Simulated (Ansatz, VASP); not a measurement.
# Two plane-wave programs on Mo

```xyz
1
Lattice="0.0000 2.0150 1.9344 2.0150 0.0000 1.9344 2.0150 2.0150 0.0000" Properties=species:S:1:pos:R:3 pbc="T T T"
Mo    0.0000    0.0000    0.0000
```

Change from the starting cell: strain -0.0400 x Voigt [0, 0, 1, 0, 0, 0], atoms carried along.

Alike in both runs: task single point; functional PBE; k mesh 20 × 20 × 20; occupations gaussian, width 0.15 eV; no spin polarisation.

|  | VASP | Ansatz |
| --- | --- | --- |
| version | VASP 6.6.1 | Ansatz 0.2.0 |
| potentials or method | VASP PAW PBE potentials, release 64 (Mo_sv), cutoff 520 eV | scalar-relativistic, plane waves, PAW |
| valence electrons in the cell | 14 | 14 |

Ansatz gave:

```
gap on the k mesh at the Fermi level (eV)                     : none
pressure (GPa)                                                : 5.1
traceless stress, the component that is largest in VASP (GPa) : -6.00
```

Problem. Estimate VASP's values.

Solution. gap on the k mesh at the Fermi level (eV): none; pressure (GPa): 5.6; traceless stress, the component that is largest in VASP (GPa): -5.99.

A gap of «none» marks a metal or a gap that the smearing closes.
